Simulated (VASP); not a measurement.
The system is MgBe2Te3.

```xyz
6
Lattice="7.7209 0.0000 0.0000 -3.8605 6.6865 0.0000 0.0000 0.0000 3.2144" Properties=species:S:1:pos:R:3 pbc="T T T"
Mg    0.0000    0.0000    1.9467
Be    3.8605    2.2288    2.8170
Be    0.0000    4.4577    2.8170
Te    1.9302    3.3433    1.9664
Te    3.8605    0.0000    1.9664
Te   -1.9302    3.3433    1.9664
```

| Item | Value |
| --- | --- |
| Program | VASP 6.6.1 |
| Task | relaxation of cell and atoms |
| Functional | PBE |
| Potentials or basis | VASP PAW PBE potentials, release 64 (Mg, Be, Te) |
| Cutoff | 600 eV |
| k mesh | 3 × 3 × 6 |
| Occupations | gaussian, width 0.1 eV |
| Spin | no spin polarisation |

At the start: pressure 1.1 GPa; volume 27.66 Å³/atom.

Task: Where does the relaxation end?

Result: Over 10 steps the energy falls by 32.6 meV/atom and the volume is 27.92 Å³/atom (+0.9 %); space group P6mm (No. 183, to 0.05 Å).

The path:
| step | energy change (eV) | largest force (eV/Å) | pressure (GPa) | volume (Å³) |
| --- | --- | --- | --- | --- |
| 1 | 0.0000 | 0.0039 | 1.07 | 165.95 |
| 2 | -0.1537 | 0.0514 | 0.14 | 170.31 |
| 3 | -0.1827 | 0.0361 | -0.43 | 173.48 |
| 4 | -0.1838 | 0.0435 | -0.35 | 172.93 |
| 5 | -0.1865 | 0.0848 | 0.00 | 171.25 |
| 6 | -0.1865 | 0.0883 | 0.01 | 171.12 |
| 7 | -0.1880 | 0.0818 | 0.02 | 170.75 |
| 8 | -0.1915 | 0.0620 | 0.03 | 169.66 |
| 9 | -0.1946 | 0.0243 | 0.08 | 167.48 |
| 10 | -0.1957 | 0.0198 | -0.05 | 167.50 |

Final structure:
```
Mg Be Te
1.0
     7.53368    0.00000    0.00000
    -3.76684    6.52436    0.00000
     0.00000    0.00000    3.40772
Mg Be Te
1 2 3
Direct
  0.00000 0.00000 0.60293
  0.66667 0.33333 0.89597
  0.33333 0.66667 0.89597
  0.50000 0.50000 0.59959
  0.50000 0.00000 0.59959
  0.00000 0.50000 0.59959
```
